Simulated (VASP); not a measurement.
# MgB2 (P6/mmm) in VASP: a series of runs

Runs on MgB2. Level: PBE. Tasks: single point, relaxation of shape and atoms at fixed volume.

Program: VASP 6.6.1. These are calculated values, not measurements. Logs are shortened: lines on timing, memory, paths and dates and some standing lists are left out, and cuts for length are marked.

## Step 1: The cell of the first run

It takes space group P6/mmm (No. 191, hexagonal). Conventional cell: a = 3.082 Å, b = 3.082 Å, c = 3.531 Å, α = 90.00°, β = 90.00°, γ = 120.00°. Within 3.3 Å of Mg (site symmetry 6/mmm) lie 12 B at 2.51 Å and 6 Mg at 3.08 Å. Within 2.4 Å of B (site symmetry -6m2) lie 3 B at 1.78 Å.

## Step 2: Single point, PBE

INCAR reads:

```
SYSTEM = MgB2
ALGO = Normal ; EDIFF = 1E-6
ENCUT = 520 ; GGA = PE
ISIF = 2 ; ISMEAR = 0
LASPH = .TRUE. ; LCHARG = .TRUE.
LELF = .TRUE. ; LREAL = .FALSE.
LVHAR = .TRUE. ; LWAVE = .FALSE.
NBANDS = 11 ; NELM = 60
PREC = Accurate ; SIGMA = 0.05
```

KPOINTS reads:

```
k-points
0
G
  14 14 12
  0 0 0
```

POSCAR reads:

```
MgB2
1.0
    3.0816933171      0.0000000000      0.0000000000
   -1.5408466585      2.6688246993      0.0000000000
    0.0000000000      0.0000000000      3.5305644736
Mg B
1 2
Direct
    0.0000000000      0.0000000000      0.0000000000
    0.3333333333      0.6666666667      0.5000000000
    0.6666666667      0.3333333333      0.5000000000
```

Potentials or basis: VASP PAW PBE potentials, release 64 (Mg, B).

The run is started by

```
cat potpaw_PBE.64/Mg/POTCAR potpaw_PBE.64/B/POTCAR > POTCAR
mpirun -np 1 vasp_std > vasp.out
```

OUTCAR:

```text
SYSTEM = MgB2
   EDIFF = 1E-6
   ENCUT = 520
   GGA = PE
   ISIF = 2
   ISMEAR = 0
   LASPH = .TRUE.
   LREAL = .FALSE.
   NELM = 60
   PREC = Accurate

 ion  position               nearest neighbor table
   1  0.000  0.000  0.000-   2 2.51   3 2.51   2 2.51   3 2.51   2 2.51   2 2.51   3 2.51   3 2.51
                             3 2.51   3 2.51   2 2.51   2 2.51
   2  0.333  0.667  0.500-   3 1.78   3 1.78   3 1.78   1 2.51   1 2.51   1 2.51   1 2.51   1 2.51
                             1 2.51
   3  0.667  0.333  0.500-   2 1.78   2 1.78   2 1.78   1 2.51   1 2.51   1 2.51   1 2.51   1 2.51
                             1 2.51

  LATTYP: Found a hexagonal cell.
 ALAT       =     3.0816933171
 C/A-ratio  =     1.1456573092

  Lattice vectors:

 A1 = (   3.0816933171,   0.0000000000,   0.0000000000)
 A2 = (  -1.5408466585,   2.6688246993,   0.0000000000)
 A3 = (   0.0000000000,   0.0000000000,   3.5305644736)

Analysis of symmetry for initial positions (statically):
=====================================================================
 Subroutine PRICEL returns:
 Original cell was already a primitive cell.

 Routine SETGRP: Setting up the symmetry group for a
 hexagonal supercell.

 Subroutine GETGRP returns: Found 24 space group operations
 (whereof 24 operations were pure point group operations)
 out of a pool of 24 trial point group operations.

The static configuration has the point symmetry D_6h.

Analysis of symmetry for dynamics (positions and initial velocities):
=====================================================================
 Subroutine PRICEL returns:
 Original cell was already a primitive cell.

 Routine SETGRP: Setting up the symmetry group for a
 hexagonal supercell.

 Subroutine GETGRP returns: Found 24 space group operations
 (whereof 24 operations were pure point group operations)
 out of a pool of 24 trial point group operations.

The dynamic configuration has the point symmetry D_6h.

 Subroutine INISYM returns: Found 24 space group operations
 (whereof 24 operations are pure point group operations),
 and found     1 'primitive' translations

----------------------------------------------------------------------------------------

                                     Primitive cell

  volume of cell :      29.0371

  direct lattice vectors                    reciprocal lattice vectors
     3.081693317  0.000000000  0.000000000     0.324496923  0.187348386  0.000000000
    -1.540846659  2.668824699  0.000000000     0.000000000  0.374696772  0.000000000
     0.000000000  0.000000000  3.530564474     0.000000000  0.000000000  0.283240827

  length of vectors
     3.081693317  3.081693317  3.530564474     0.374696772  0.374696772  0.283240827

  position of ions in fractional coordinates (direct lattice)
     0.000000000  0.000000000  0.000000000
     0.333333333  0.666666667  0.500000000
     0.666666667  0.333333333  0.500000000

  ion indices of the primitive-cell ions
   primitive index   ion index
                 1           1
                 2           2
                 3           3

----------------------------------------------------------------------------------------

 KPOINTS: k-points

Automatic generation of k-mesh.
 Grid dimensions read from file:
 generate k-points for:   14   14   12

 Generating k-lattice:

  Cartesian coordinates                     Fractional coordinates (reciprocal lattice)
     0.023178352  0.013382028  0.000000000     0.071428571  0.000000000  0.000000000
     0.000000000  0.026764055  0.000000000     0.000000000  0.071428571  0.000000000
     0.000000000  0.000000000  0.023603402     0.000000000  0.000000000  0.083333333

  Length of vectors
     0.026764055  0.026764055  0.023603402

  Shift w.r.t. Gamma in fractional coordinates (k-lattice)
     0.000000000  0.000000000  0.000000000

 Subroutine IBZKPT returns following result:
 ===========================================

 Found    168 irreducible k-points:

 Following reciprocal coordinates:
            Coordinates               Weight
  0.000000  0.000000  0.000000      1.000000
  0.071429  0.000000  0.000000      6.000000
  0.142857  0.000000  0.000000      6.000000
  0.214286  0.000000  0.000000      6.000000
  0.285714 -0.000000  0.000000      6.000000
  0.357143 -0.000000  0.000000      6.000000
[... 16 lines left out ...]
  0.285714  0.285714  0.000000      6.000000
  0.357143  0.285714  0.000000      6.000000
 [... further k-points ...]
   k-points           NKPTS =    168   k-points in BZ     NKDIM =    168   number of bands    NBANDS=     11
   number of dos      NEDOS =    301   number of ions     NIONS =      3
   total plane-waves  NPLWV =  16128
   dimension x,y,z NGX =    24 NGY =   24 NGZ =   28
   dimension x,y,z NGXF=    48 NGYF=   48 NGZF=   56
   ions per type =               1   2
   NGX,Y,Z   is equivalent  to a cutoff of  12.95, 12.95, 13.18 a.u.
   NGXF,Y,Z  is equivalent  to a cutoff of  25.89, 25.89, 26.37 a.u.
 SYSTEM =  MgB2
   PREC   = accura    normal or accurate (medium, high low for compatibility)
   ISTART =      0    job   : 0-new  1-cont  2-samecut
   ICHARG =      2    charge: 1-file 2-atom 10-const
   ISPIN  =      1    spin polarized calculation?
   LNONCOLLINEAR =      F non collinear calculations
   LSORBIT =      F    spin-orbit coupling
   LASPH  =      T    aspherical Exc in radial PAW
   ENCUT  =  520.0 eV  38.22 Ry    6.18 a.u.   5.73  5.73  6.56*2*pi/ulx,y,z
   NELM   =     60;   NELMIN=  2; NELMDL= -5     # of ELM steps
   EDIFF  = 0.1E-05   stopping-criterion for ELM
   LREAL  =      F    real-space projection
   EDIFFG = 0.1E-04   stopping-criterion for IOM
   NSW    =      0    number of steps for IOM
   IBRION =     -1    ionic relax: 0-MD 1-quasi-New 2-CG
   NFREE  =      0    steps in history (QN), initial steepest desc. (CG)
   ISIF   =      2    stress and relaxation
   ISYM   =      2    0-nonsym 1-usesym 2-fastsym
   POTIM  = 0.5000    time-step for ionic-motion
   TEBEG  =    0.0;   TEEND  =   0.0 temperature during run
   PSTRESS=    0.0 pullay stress
   NELECT =       8.0000    total number of electrons
   NUPDOWN=      -1.0000    fix difference up-down
   EMIN   =  10.00;   EMAX   =-10.00  energy-range for DOS
   EFERMI =   0.00;   METHOD = LEGACY
   ISMEAR =     0;   SIGMA  =   0.05  broadening in eV -4-tet -1-fermi 0-gaus
   EFERMI_NEDOS =   21; number of points for ismear=-14 and -15
   IALGO  =     38    algorithm
   IMIX   =      4    mixing-type and parameters
     AMIX     =   0.40;   BMIX     =  1.00
     AMIX_MAG =   1.60;   BMIX_MAG =  1.00
  volume/ion in A,a.u.               =       9.68        65.32
  Fermi-wavevector in a.u.,A,eV,Ry     =   1.065255  2.013040 15.439462  1.134768
  Thomas-Fermi vector in A             =   2.200801
   LORBIT       =      0    0 simple, 1 ext, 2 COOP (PROOUT), +10 PAW based schemes
   GGA     = PE    functional components
   LHFCALC =     F    Hartree Fock is set to
   AEXX    =    0.0000 exact exchange contribution
   IVDW    =     0    specifies the selected vdW correction
   LEPSILON=     F    determine dielectric tensor
   LRPA    =     F    only Hartree local field effects (RPA)
 non-spin polarized calculation
 Gauss-broadening in eV      SIGMA  =   0.05
  energy-cutoff  :      520.00
  volume of cell :       29.04
 maximum number of plane-waves:       806
 NGX is ok and might be reduce to    24
   NGX = 11   NGY = 11   NGZ = 13

 number of electron       8.0000000 magnetization

 Free energy of the ion-electron system (eV)
  ---------------------------------------------------
  ext. energy  EPLUGINS =         0.00000000
  ---------------------------------------------------
  free energy    TOTEN  =       -15.32390982 eV

  energy without entropy =      -15.32300457  energy(sigma->0) =      -15.32345720

 E-fermi :   5.2734     XC(G=0): -10.9096

 val. band max:        5.2672836452   @ k =   0.1429   0.0000   0.5000
 cond. band min:       5.2808857055   @ k =   0.0714   0.0000   0.1667
 fundamental gap:      0.0136020604
 Fermi energy:         5.2733641583

 k-point     1 :       0.0000    0.0000    0.0000
  band No.  band energies     occupation
      1      -7.1502      2.00000
      2       2.2980      2.00000
      3       5.6439      0.00000
      4       5.6439      0.00000
      5       6.8637      0.00000
      6      11.5992      0.00000
      7      11.5992      0.00000
      8      13.3904      0.00000
      9      15.2157      0.00000
     10      17.9592      0.00000
     11      21.3908      0.00000

 k-point     2 :       0.0714    0.0000    0.0000
  band No.  band energies     occupation
      1      -7.0615      2.00000
      2       2.3848      2.00000
      3       5.1849      1.98770
      4       5.4300      0.00001
      5       6.9434      0.00000
      6      11.5402      0.00000
      7      11.9926      0.00000
      8      13.5870      0.00000
      9      14.8968      0.00000
     10      18.4100      0.00000
     11      20.9418      0.00000

 k-point     3 :       0.1429    0.0000    0.0000
  band No.  band energies     occupation
      1      -6.7961      2.00000
      2       2.6438      2.00000
      3       4.0554      2.00000
      4       4.9261      2.00000
      5       7.1897      0.00000
      6      11.2493      0.00000
      7      13.0286      0.00000
      8      14.0202      0.00000
      9      14.1212      0.00000
     10      19.5764      0.00000
     11      20.0771      0.00000
[... 267 lines left out ...]
 k-point    23 :       0.2857    0.2857    0.0000
  band No.  band energies     occupation
      1      -3.0915      2.00000
      2      -1.1668      2.00000
      3      -0.0195      2.00000
      4       6.0609      0.00000
      5       8.0605      0.00000
      6      10.6617      0.00000
      7      11.8914      0.00000
      8      14.0419      0.00000
      9      14.3468      0.00000
     10      16.9558      0.00000
     11      17.2832      0.00000

 k-point    24 :       0.3571    0.2857    0.0000
  band No.  band energies     occupation
      1      -2.3270      2.00000
      2      -1.8365      2.00000
      3      -0.3237      2.00000
      4       6.6291      0.00000
      5       7.4586      0.00000
      6      11.1846      0.00000
      7      11.5334      0.00000
      8      14.1148      0.00000
      9      14.1684      0.00000
     10      17.0625      0.00000
     11      18.1356      0.00000

 [... further k-points ...]
[... 5 lines left out ...]
  --------------------------------------------------------------------------------------
  -------------------------------------------------------------------------------------
  Total       -0.1914301     -0.1914301     -0.2448113     -0.0000000     -0.0000000     -0.0000000
  in kB      -10.5625139    -10.5625139    -13.5079175     -0.0000000     -0.0000000     -0.0000000
  external PRESSURE =     -11.5443151 kB  Pullay stress =       0.0000000 kB

 VOLUME and BASIS-vectors are now :
 -----------------------------------------------------------------------------
  energy-cutoff  :      520.00
  volume of cell :       29.04
      direct lattice vectors                 reciprocal lattice vectors
     3.081693317  0.000000000  0.000000000     0.324496923  0.187348386  0.000000000
    -1.540846659  2.668824699  0.000000000     0.000000000  0.374696772  0.000000000
     0.000000000  0.000000000  3.530564474     0.000000000  0.000000000  0.283240827

 POSITION                                       TOTAL-FORCE (eV/Angst)
 -----------------------------------------------------------------------------------
      0.00000      0.00000      0.00000         0.000000      0.000000      0.000000
     -0.00000      1.77922      1.76528         0.000000      0.000000      0.000000
      1.54085      0.88961      1.76528        -0.000000      0.000000      0.000000
 -----------------------------------------------------------------------------------
    total drift:                                0.000000     -0.000000     -0.000000

  FREE ENERGIE OF THE ION-ELECTRON SYSTEM (eV)
  ---------------------------------------------------
  free  energy   TOTEN  =       -15.3239098227 eV

  energy  without entropy=      -15.3230045693  energy(sigma->0) =      -15.32345720
```

Wall time 24 s (1 thread of Intel Xeon Platinum 8375C at 2.90GHz (Ice Lake), shared host); peak memory 0.18 GiB.

Results:

| Item | Value |
| --- | --- |
| Free energy | -15.3239 eV |
| Pressure | -1.2 GPa |
| Band gap on the k mesh | zero (band 4 reaches 6.63 eV, above the bottom of band 5 at 3.64 eV) |

Stress tensor (GPa, compression positive):
```
-1.06  0.00  0.00
 0.00 -1.06  0.00
 0.00  0.00 -1.35
```

(Continued in part 2 of 2.)
